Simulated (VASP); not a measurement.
A run of VASP 6.6.1:

File INCAR:

```
SYSTEM = WC
ALGO     = Normal         ! electronic algorithm
EDIFF    = 1E-6           ! SCF threshold, eV
ENCUT    = 910            ! plane-wave cutoff, eV
GGA_COMPAT= .False.      
ISIF     = 2              ! what is computed and relaxed
ISMEAR   = -1             ! smearing method
LASPH    = .True.         ! aspherical terms in the spheres
LCHARG   = .True.         ! write CHGCAR
LELF     = .True.         ! ELF
LREAL    = .False.        ! projectors in reciprocal space
LVHAR    = .True.       
LWAVE    = .False.        ! write WAVECAR
NBANDS   = 16             ! bands
NELM     = 120            ! most SCF steps
PREC     = Accurate       ! precision mode
SIGMA    = 0.1            ! smearing width, eV
```

Contents of KPOINTS:

```
k-points
0
Gamma
  11 11 11
  0 0 0
```

File POSCAR:

```
WC
1.0
    0.0000000000      2.1325799578      2.1325799578
    2.1325799578      0.0000000000      2.1325799578
    2.1325799578      2.1325799578      0.0000000000
W C
1 1
Direct
    0.0000000000      0.0000000000      0.0000000000
    0.5000000000      0.5000000000      0.5000000000
```

Potentials or basis: VASP PAW LDA potentials, release 64 (W_sv, C_h).

Launch:

```bash
$ cat potpaw_LDA.64/W_sv/POTCAR potpaw_LDA.64/C_h/POTCAR > POTCAR
$ mpirun -np 1 vasp_std > vasp.out
```

Hardware: 1 thread of Intel(R) Xeon(R) Platinum 8488C (Sapphire Rapids) (shared host).

Q: Estimate the wall time of this run.

A: It took 28 s on 1 thread of Intel(R) Xeon(R) Platinum 8488C (Sapphire Rapids) (shared host), peak memory 0.18 GiB. Counts: scf iterations 12, k points 56.
